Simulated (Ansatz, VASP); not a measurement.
SrO: VASP beside Ansatz

```
CELL_PARAMETERS angstrom
4.27003 0.00000 0.00000
-2.13501 3.69795 0.00000
0.00000 0.00000 5.14446
ATOMIC_POSITIONS crystal
Sr 0.33333 0.66667 0.25000
Sr 0.66667 0.33333 0.75000
O 0.66667 0.33333 0.25000
O 0.33333 0.66667 0.75000
```

Alike in both runs: task single point; functional PBE; k mesh 12 × 12 × 6; no spin polarisation.

```csv
,VASP,Ansatz
version,VASP 6.6.1,Ansatz 0.2.0
potentials or method,"VASP PAW PBE potentials, release 64 (Sr_sv, O)","plane waves, PAW"
plane-wave cutoff (eV),520,420
occupations,"gaussian, width 0.01 eV",fixed
valence electrons in the cell,32,32
```

|  | VASP | Ansatz | Ansatz less VASP |
| --- | --- | --- | --- |
| gap on the k mesh at the Fermi level (eV) | 2.64 | 2.66 | +0.018 |
| pressure (GPa) | 1.7 | 1.2 | -0.48 |
| traceless stress, the component that is largest in VASP (GPa) | 0.30 | 0.28 | -0.015 |
